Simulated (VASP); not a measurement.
Write the native input for VASP 6.6.1 that does the following.

```
Task                   : single point
Functional             : PBE
Potentials or basis    : VASP PAW PBE potentials, release 64 (Ba_sv, S)
Cutoff                 : 500 eV
k mesh                 : 7 × 7 × 7
Occupations            : gaussian, width 0.017 eV
Spin                   : no spin polarisation
Dipole correction      : no
Further INCAR settings : ALGO = Normal; EDIFF = 1e-06; NBANDS = 15
```

The structure of BaS lies in POSCAR:

```
BaS
1.0
    0.0000000000      3.1937500000      3.1937500000
    3.1937500000      0.0000000000      3.1937500000
    3.1937500000      3.1937500000      0.0000000000
Ba S
1 1
Direct
    0.0000000000      0.0000000000      0.0000000000
    0.5000000000      0.5000000000      0.5000000000
```

The input as run:

INCAR

```
PREC = Accurate ; ENCUT = 500
EDIFF = 1E-6 ; ISMEAR = 0
SIGMA = 0.017 ; LREAL = False
LASPH = True ; NELM = 120
ALGO = Normal ; ISIF = 2
LWAVE = False ; LCHARG = False
GGA = PE ; NBANDS = 15
GGA_COMPAT = False
```

KPOINTS

```
Automatic mesh
0
Gamma
  7 7 7
```

Potentials or basis: VASP PAW PBE potentials, release 64 (Ba_sv, S).

Launch:

```sh
$ cat potpaw_PBE.64/Ba_sv/POTCAR potpaw_PBE.64/S/POTCAR > POTCAR
$ mpirun -np 1 vasp_std > vasp.out
```

Results of the run:

| Item | Value |
| --- | --- |
| Pressure | 1.4 GPa |
| Band gap on the k mesh | 2.17 eV (least direct gap 2.31 eV) |

Caveat: spin-orbit coupling is left out, which moves the levels of the heavy elements; an odd mesh through Γ misses points on the zone boundary, where band edges can lie.

Wall time 33 s on 1 thread of Intel Xeon 8259CL, on a shared host, peak memory 0.21 GiB.
